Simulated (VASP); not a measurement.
Input of a VASP 6.6.1 run:

Contents of INCAR:

```
SYSTEM = Sn4S
ALGO = Normal ; EDIFF = 1E-7
ENCUT = 520 ; GGA = PE
ISIF = 2 ; ISMEAR = 0
LASPH = .TRUE. ; LCHARG = .FALSE.
LREAL = .FALSE. ; LWAVE = .FALSE.
NBANDS = 39 ; NELM = 80
PREC = Accurate ; SIGMA = 0.1
```

The input KPOINTS:

```
k-points
0
G
  4 4 4
  0 0 0
```

File POSCAR:

```
Sn4S
1.0
    5.3756042931      0.0000000000      0.0000000000
    0.0000000000      5.3756042931      0.0000000000
    0.0000000000      0.0000000000      5.3756042931
Sn S
4 1
Direct
    0.0000000000      0.5000000000      0.5000000000
    0.5000000000      0.0000000000      0.5000000000
    0.5000000000      0.5000000000      0.0000000000
    0.0000000000      0.0000000000      0.0000000000
    0.5000000000      0.5000000000      0.5000000000
```

Potentials or basis: VASP PAW PBE potentials, release 64 (Sn_d, S).

Run with:

```bash
$ cat potpaw_PBE.64/Sn_d/POTCAR potpaw_PBE.64/S/POTCAR > POTCAR
$ mpirun -np 1 vasp_std > vasp.out
```

Question: What does it give for the pressure?

Answer: -0.1 GPa.

Question: What does it give for the band gap on the k mesh?

Answer: Zero (band 31 reaches 5.82 eV, above the bottom of band 32 at 5.58 eV).

Caveat: spin-orbit coupling is left out, which moves the levels of the heavy elements.
